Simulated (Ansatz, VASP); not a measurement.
**Ru: VASP beside Ansatz**

INCAR

```
SYSTEM = Ru
PREC = Accurate ; ENCUT = 520
EDIFF = 1E-6 ; ISMEAR = 0
SIGMA = 0.15 ; LREAL = .FALSE.
LASPH = .TRUE. ; NELM = 100
ALGO = Fast ; ISIF = 2
LWAVE = .FALSE. ; LCHARG = .FALSE.
GGA = PE ; NBANDS = 21
```

KPOINTS

```
Automatic mesh
0
G
  24 24 14
  0 0 0
```

File POSCAR:

```
Ru
1.0
    2.7880257181      0.0000000000      0.0000000000
   -1.3940128590      2.4145010983      0.0000000000
    0.0000000000      0.0000000000      4.5116079713
Ru
2
Direct
    0.3333333333      0.6666666667      0.2500000000
    0.6666666667      0.3333333333      0.7500000000
```

Input for Ansatz:

```yaml
crystal:
  lattice:
    - [2.7880257181, 0.0, 0.0]
    - [-1.394012859, 2.4145010983, 0.0]
    - [0.0, 0.0, 4.5116079713]
  atoms:
    - { symbol: Ru, position: [0.3333333333, 0.6666666667, 0.25] }
    - { symbol: Ru, position: [0.6666666667, 0.3333333333, 0.75] }
basis:
  ecutwfc: 420
kpoints:
  mp_grid: { grid: [24, 24, 14] }
hamiltonian:
  xc: pbe
scf:
  occupations: { method: gaussian, width: 0.15 }
output:
  forces: true
  stress: true
  eigenvalues: true
  write_density: true
  write_potential: true
  elf: true
  volumetric_format: npy
```

Change from the starting cell: strain +0.025 along x and y, +0.050 along z, atoms carried along.

Alike in both runs: task single point; functional PBE; k mesh 24 × 24 × 14; occupations gaussian, width 0.15 eV; no spin polarisation.

|  | VASP | Ansatz |
| --- | --- | --- |
| version | VASP 6.6.1 | Ansatz 0.2.0 |
| potentials or method | VASP PAW PBE potentials, release 64 (Ru_pv), cutoff 520 eV | scalar-relativistic, plane waves, PAW |
| valence electrons in the cell | 28 | 32 |

VASP gave:

```
gap on the k mesh at the Fermi level (eV)                     : none
pressure (GPa)                                                : -24.2
traceless stress, the component that is largest in VASP (GPa) : -6.33
```

Task: What did Ansatz give for the same quantities?

Result: gap on the k mesh at the Fermi level (eV): none; pressure (GPa): -24.1; traceless stress, the component that is largest in VASP (GPa): -6.35.

A gap of «none» marks a metal or a gap that the smearing closes. VASP's potentials hold 28 valence electrons a cell and Ansatz's 32, so a difference there can come from the potentials and not from the codes.
